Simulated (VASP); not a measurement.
# Sn (Fd-3m) in VASP: single point with PBE

Aim: the single point of Sn with PBE.

All numbers are computed with VASP 6.6.1; they aren't measurements. Logs are shortened: lines on timing, memory, paths and dates and some standing lists are left out, and cuts for length are marked.

## Step 1: The cell of the first run

Symmetry: Fd-3m, No. 227, cubic system. The conventional cell has a = 6.657 Å, b = 6.657 Å, c = 6.657 Å, α = 90.00°, β = 90.00°, γ = 90.00°. Sn (site symmetry -43m) has 4 Sn at 2.88 Å within 3.8 Å.

This isn't the form of Sn at room conditions, which is tetragonal (white tin).

## Step 2: Single point, PBE

Input file POSCAR:

```
Sn
1.0
    0.0000000000      3.3285055735      3.3285055735
    3.3285055735      0.0000000000      3.3285055735
    3.3285055735      3.3285055735      0.0000000000
Sn
2
Direct
   -0.1250000000     -0.1250000000     -0.1250000000
    0.1250000000      0.1250000000      0.1250000000
```

Input file INCAR.step1:

```
SYSTEM = Sn
PREC = Accurate ; ENCUT = 520
EDIFF = 1E-6 ; ISMEAR = -1
SIGMA = 0.08 ; LREAL = .FALSE.
LASPH = .TRUE. ; NELM = 60
ALGO = Normal ; ISIF = 2
LWAVE = .FALSE. ; LCHARG = .TRUE.
GGA = PE ; NBANDS = 21
```

Input file KPOINTS.step1:

```
Automatic mesh
0
G
  10 10 10
  0 0 0
```

Input file INCAR.step2:

```
SYSTEM = Sn
PREC = Accurate ; ENCUT = 520
EDIFF = 1E-6 ; ISMEAR = -5
SIGMA = 0.08 ; LREAL = .FALSE.
LASPH = .TRUE. ; NELM = 60
ALGO = Normal ; ISIF = 2
LWAVE = .FALSE. ; LCHARG = .FALSE.
GGA = PE ; LORBIT = 11
NEDOS = 1001 ; ICHARG = 11
```

Input file KPOINTS.step2:

```
Automatic mesh
0
G
  15 15 15
  0 0 0
```

Potentials or basis: VASP PAW PBE potentials, release 64 (Sn_d).

The run is started by

```sh
$ cat potpaw_PBE.64/Sn_d/POTCAR > POTCAR
$ cp INCAR.step1 INCAR
$ cp KPOINTS.step1 KPOINTS
$ mpirun -np 1 vasp_std > vasp.out
$ cp INCAR.step2 INCAR
$ cp KPOINTS.step2 KPOINTS
$ mpirun -np 1 vasp_std > vasp.out
```

OUTCAR:

```text
SYSTEM = Sn
   PREC = Accurate
   ENCUT = 520
   EDIFF = 1E-6
   ISMEAR = -5
   LREAL = .FALSE.
   LASPH = .TRUE.
   NELM = 60
   ISIF = 2
   GGA = PE
   LORBIT = 11
   ICHARG = 11

 ion  position               nearest neighbor table
   1  0.875  0.875  0.875-   2 2.88   2 2.88   2 2.88   2 2.88
   2  0.125  0.125  0.125-   1 2.88   1 2.88   1 2.88   1 2.88

  LATTYP: Found a face centered cubic cell.
 ALAT       =     6.6570111470

  Lattice vectors:

 A1 = (   0.0000000000,   3.3285055735,   3.3285055735)
 A2 = (   3.3285055735,   0.0000000000,   3.3285055735)
 A3 = (   3.3285055735,   3.3285055735,   0.0000000000)

Analysis of symmetry for initial positions (statically):
=====================================================================
 Subroutine PRICEL returns:
 Original cell was already a primitive cell.

 Routine SETGRP: Setting up the symmetry group for a
 face centered cubic supercell.

 Subroutine GETGRP returns: Found 48 space group operations
 (whereof 12 operations were pure point group operations)
 out of a pool of 48 trial point group operations.

The static configuration has the point symmetry D_3d.
 The point group associated with its full space group is O_h .

Analysis of symmetry for dynamics (positions and initial velocities):
=====================================================================
 Subroutine PRICEL returns:
 Original cell was already a primitive cell.

 Routine SETGRP: Setting up the symmetry group for a
 face centered cubic supercell.

 Subroutine GETGRP returns: Found 48 space group operations
 (whereof 12 operations were pure point group operations)
 out of a pool of 48 trial point group operations.

The dynamic configuration has the point symmetry D_3d.
 The point group associated with its full space group is O_h .

 Subroutine INISYM returns: Found 48 space group operations
 (whereof 12 operations are pure point group operations),
 and found     1 'primitive' translations

----------------------------------------------------------------------------------------

                                     Primitive cell

  volume of cell :      73.7527

  direct lattice vectors                    reciprocal lattice vectors
     0.000000000  3.328505574  3.328505574    -0.150217564  0.150217564  0.150217564
     3.328505574  0.000000000  3.328505574     0.150217564 -0.150217564  0.150217564
     3.328505574  3.328505574  0.000000000     0.150217564  0.150217564 -0.150217564

  length of vectors
     4.707217724  4.707217724  4.707217724     0.260184454  0.260184454  0.260184454

  position of ions in fractional coordinates (direct lattice)
     0.875000000  0.875000000  0.875000000
     0.125000000  0.125000000  0.125000000

  ion indices of the primitive-cell ions
   primitive index   ion index
                 1           1
                 2           2

----------------------------------------------------------------------------------------

 KPOINTS: Automatic mesh

Automatic generation of k-mesh.
 Grid dimensions read from file:
 generate k-points for:   15   15   15

 Generating k-lattice:

  Cartesian coordinates                     Fractional coordinates (reciprocal lattice)
    -0.010014504  0.010014504  0.010014504     0.066666667  0.000000000  0.000000000
     0.010014504 -0.010014504  0.010014504     0.000000000  0.066666667  0.000000000
     0.010014504  0.010014504 -0.010014504     0.000000000  0.000000000  0.066666667

  Length of vectors
     0.017345630  0.017345630  0.017345630

  Shift w.r.t. Gamma in fractional coordinates (k-lattice)
     0.000000000  0.000000000  0.000000000

 TETIRR: Found    484 inequivalent tetrahedra from    20250

 Subroutine IBZKPT returns following result:
 ===========================================

 Found    120 irreducible k-points:

 Following reciprocal coordinates:
            Coordinates               Weight
  0.000000  0.000000  0.000000      1.000000
  0.066667  0.000000  0.000000      8.000000
  0.133333  0.000000  0.000000      8.000000
  0.200000  0.000000  0.000000      8.000000
  0.266667  0.000000  0.000000      8.000000
  0.333333  0.000000  0.000000      8.000000
[... 16 lines left out ...]
  0.133333  0.133333  0.000000      6.000000
  0.200000  0.133333  0.000000     24.000000
 [... further k-points ...]
   k-points           NKPTS =    120   k-points in BZ     NKDIM =    120   number of bands    NBANDS=     18
   number of dos      NEDOS =   1001   number of ions     NIONS =      2
   total plane-waves  NPLWV =  46656
   dimension x,y,z NGX =    36 NGY =   36 NGZ =   36
   dimension x,y,z NGXF=    72 NGYF=   72 NGZF=   72
   ions per type =               2
   NGX,Y,Z   is equivalent  to a cutoff of  12.71, 12.71, 12.71 a.u.
   NGXF,Y,Z  is equivalent  to a cutoff of  25.43, 25.43, 25.43 a.u.
 SYSTEM =  Sn
   PREC   = accura    normal or accurate (medium, high low for compatibility)
   ISTART =      0    job   : 0-new  1-cont  2-samecut
   ICHARG =     11    charge: 1-file 2-atom 10-const
   ISPIN  =      1    spin polarized calculation?
   LNONCOLLINEAR =      F non collinear calculations
   LSORBIT =      F    spin-orbit coupling
   LASPH  =      T    aspherical Exc in radial PAW
   ENCUT  =  520.0 eV  38.22 Ry    6.18 a.u.   8.75  8.75  8.75*2*pi/ulx,y,z
   NELM   =     60;   NELMIN=  2; NELMDL=  0     # of ELM steps
   EDIFF  = 0.1E-05   stopping-criterion for ELM
   LREAL  =      F    real-space projection
   EDIFFG = 0.1E-04   stopping-criterion for IOM
   NSW    =      0    number of steps for IOM
   IBRION =     -1    ionic relax: 0-MD 1-quasi-New 2-CG
   NFREE  =      0    steps in history (QN), initial steepest desc. (CG)
   ISIF   =      2    stress and relaxation
   ISYM   =      2    0-nonsym 1-usesym 2-fastsym
   POTIM  = 0.5000    time-step for ionic-motion
   TEBEG  =    0.0;   TEEND  =   0.0 temperature during run
   PSTRESS=    0.0 pullay stress
   NELECT =      28.0000    total number of electrons
   NUPDOWN=      -1.0000    fix difference up-down
   EMIN   =  10.00;   EMAX   =-10.00  energy-range for DOS
   EFERMI =   0.00;   METHOD = LEGACY
   ISMEAR =    -5;   SIGMA  =   0.08  broadening in eV -4-tet -1-fermi 0-gaus
   EFERMI_NEDOS =   21; number of points for ismear=-14 and -15
   IALGO  =     38    algorithm
   IMIX   =      4    mixing-type and parameters
     AMIX     =   0.40;   BMIX     =  1.00
     AMIX_MAG =   1.60;   BMIX_MAG =  1.00
  volume/ion in A,a.u.               =      36.88       248.85
  Fermi-wavevector in a.u.,A,eV,Ry     =   1.185409  2.240098 19.118832  1.405195
  Thomas-Fermi vector in A             =   2.321603
   LORBIT       =     11    0 simple, 1 ext, 2 COOP (PROOUT), +10 PAW based schemes
   GGA     = PE    functional components
   LHFCALC =     F    Hartree Fock is set to
   AEXX    =    0.0000 exact exchange contribution
   IVDW    =     0    specifies the selected vdW correction
   LEPSILON=     F    determine dielectric tensor
   LRPA    =     F    only Hartree local field effects (RPA)
 non-spin polarized calculation
 Fermi weights with tetrahedron method with Bloechl corrections
  energy-cutoff  :      520.00
  volume of cell :       73.75
 maximum number of plane-waves:      2004

 number of electron      28.0000008 magnetization

 Free energy of the ion-electron system (eV)
  ---------------------------------------------------
  ext. energy  EPLUGINS =         0.00000000
  ---------------------------------------------------
  free energy    TOTEN  =        -7.69379733 eV

  energy without entropy =       -7.69379733  energy(sigma->0) =       -7.69379733

 E-fermi :   4.8665     XC(G=0):  -8.5465

 val. band max:        4.8668019456   @ k =   0.0667   0.0000   0.0000
 cond. band min:       4.7252890370   @ k =   0.4667   0.0000   0.0000
 fundamental gap:     -0.1415129086
 Fermi energy:         4.8664810313

 k-point     1 :       0.0000    0.0000    0.0000
  band No.  band energies     occupation
      1     -16.6869      2.00000
      2     -16.6869      2.00000
      3     -16.6869      2.00000
      4     -16.6366      2.00000
      5     -16.6366      2.00000
      6     -16.3853      2.00000
[... 10 lines left out ...]
     17       7.0123      0.00000
     18       7.0123      0.00000

 k-point     2 :       0.0667    0.0000    0.0000
  band No.  band energies     occupation
      1     -16.6899      2.00000
      2     -16.6899      2.00000
      3     -16.6860      2.00000
      4     -16.6326      2.00000
      5     -16.6326      2.00000
      6     -16.3957      2.00000
[... 10 lines left out ...]
     17       7.1200      0.00000
     18       7.1615      0.00000

 k-point     3 :       0.1333    0.0000    0.0000
  band No.  band energies     occupation
      1     -16.6963      2.00000
      2     -16.6963      2.00000
      3     -16.6833      2.00000
      4     -16.6233      2.00000
      5     -16.6233      2.00000
      6     -16.4070      2.00000
[... 10 lines left out ...]
     17       7.3795      0.00000
     18       7.6589      0.00000

 k-point     4 :       0.2000    0.0000    0.0000
  band No.  band energies     occupation
      1     -16.7031      2.00000
      2     -16.7031      2.00000
      3     -16.6793      2.00000
      4     -16.6125      2.00000
      5     -16.6125      2.00000
      6     -16.4174      2.00000
[... 375 lines left out ...]
      4     -16.6290      2.00000
      5     -16.6246      2.00000
      6     -16.4080      2.00000
[... 10 lines left out ...]
     17       7.1777      0.00000
     18       7.6249      0.00000

 k-point    23 :       0.1333    0.1333    0.0000
  band No.  band energies     occupation
      1     -16.6949      2.00000
      2     -16.6949      2.00000
      3     -16.6924      2.00000
      4     -16.6254      2.00000
      5     -16.6089      2.00000
      6     -16.4333      2.00000
[... 10 lines left out ...]
     17       7.9827      0.00000
     18       7.9827      0.00000

 k-point    24 :       0.2000    0.1333    0.0000
  band No.  band energies     occupation
      1     -16.7032      2.00000
      2     -16.6997      2.00000
      3     -16.6876      2.00000
      4     -16.6178      2.00000
      5     -16.5966      2.00000
      6     -16.4473      2.00000
[... 10 lines left out ...]
     17       8.3558      0.00000
     18       8.4396      0.00000

 [... further k-points ...]
[... 5 lines left out ...]
  --------------------------------------------------------------------------------------
  -------------------------------------------------------------------------------------
  Total       -0.0647590     -0.0647590     -0.0647590     -0.0000000      0.0000000     -0.0000000
  in kB       -1.4068023     -1.4068023     -1.4068023     -0.0000000      0.0000000     -0.0000000
  external PRESSURE =      -1.4068023 kB  Pullay stress =       0.0000000 kB

 VOLUME and BASIS-vectors are now :
 -----------------------------------------------------------------------------
  energy-cutoff  :      520.00
  volume of cell :       73.75
      direct lattice vectors                 reciprocal lattice vectors
     0.000000000  3.328505574  3.328505574    -0.150217564  0.150217564  0.150217564
     3.328505574  0.000000000  3.328505574     0.150217564 -0.150217564  0.150217564
     3.328505574  3.328505574  0.000000000     0.150217564  0.150217564 -0.150217564

 POSITION                                       TOTAL-FORCE (eV/Angst)
 -----------------------------------------------------------------------------------
      5.82488      5.82488      5.82488         0.000000      0.000000      0.000000
      0.83213      0.83213      0.83213        -0.000000     -0.000000     -0.000000
 -----------------------------------------------------------------------------------
    total drift:                                0.000000      0.000000      0.000000

  FREE ENERGIE OF THE ION-ELECTRON SYSTEM (eV)
  ---------------------------------------------------
  free  energy   TOTEN  =        -7.6937973335 eV

  energy  without entropy=       -7.6937973335  energy(sigma->0) =       -7.69379733

 total charge

# of ion       s       p       d       tot
------------------------------------------
    1        1.175   1.143   9.960  12.278
    2        1.175   1.143   9.960  12.278
--------------------------------------------------
tot          2.350   2.286  19.921  24.556
```

It took 4.6 min on 1 thread of AMD EPYC 7R13, shared host; peak memory 0.25 GiB.

What came out:

- Valence electrons inside the program's atomic spheres: Sn 12.28

Levels at points of the mesh, in eV from the Fermi level:
| k point | band 12 | band 13 | band 14 | band 15 | band 16 | band 17 |
| --- | --- | --- | --- | --- | --- | --- |
| (0.00, 0.00, 0.00) | -1.16 | 0.08 | 0.08 | 0.08 | 2.15 | 2.15 |

Caveat: spin-orbit coupling is left out, which moves the levels of the heavy elements.
